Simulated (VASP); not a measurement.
Wanted: the native input for a VASP 6.6.1 run.

```
Task                   : single point
Functional             : PBEsol
Potentials or basis    : VASP PAW PBE potentials, release 64 (Al, N)
Cutoff                 : 600 eV
k mesh                 : 9 × 9 × 6
Occupations            : gaussian, width 0.02 eV
Spin                   : no spin polarisation
Dipole correction      : no
Further INCAR settings : ALGO = Normal; EDIFF = 1e-06; NBANDS = 16
```

The structure of AlN (sol) lies in POSCAR:

```
AlN
1.0
    3.3016093592      0.0000000000      0.0000000000
   -1.6508046796      2.8592775785      0.0000000000
    0.0000000000      0.0000000000      4.1410395259
Al N
2 2
Direct
    0.3333333333      0.6666666667      0.0000000000
    0.6666666667      0.3333333333      0.5000000000
    0.3333333333      0.6666666667      0.5000000000
    0.6666666667      0.3333333333      1.0000000000
```

One way to write it, as run:

INCAR

```
SYSTEM = AlN
PREC     = Accurate       ! precision mode
ENCUT    = 600            ! plane-wave cutoff, eV
EDIFF    = 1E-6           ! SCF threshold, eV
ISMEAR   = 0              ! smearing method
SIGMA    = 0.02           ! smearing width, eV
LREAL    = .False.        ! projectors in reciprocal space
LASPH    = .True.         ! aspherical terms in the spheres
NELM     = 120            ! most SCF steps
ALGO     = Normal         ! electronic algorithm
ISIF     = 2              ! what is computed and relaxed
LWAVE    = .False.        ! write WAVECAR
LCHARG   = .False.        ! write CHGCAR
GGA      = PS             ! functional
NBANDS   = 16             ! bands
GGA_COMPAT= .False.
```

KPOINTS

```
Automatic mesh
0
Gamma
  9 9 6
  0 0 0
```

Potentials or basis: VASP PAW PBE potentials, release 64 (Al, N).

Launch:

```sh
$ cat potpaw_PBE.64/Al/POTCAR potpaw_PBE.64/N/POTCAR > POTCAR
$ mpirun -np 1 vasp_std > vasp.out
```

Results of the run:

* Pressure: -0.2 GPa
* Band gap on the k mesh: 3.34 eV, direct

Caveat: the PAW data sets were made with another functional, which shifts forces and pressure a little.

It took 61 s on 1 thread of Intel(R) Xeon(R) Platinum 8259CL CPU @ 2.50GHz (Skylake/Cascade Lake), with other jobs on the host, peak memory 0.18 GiB.
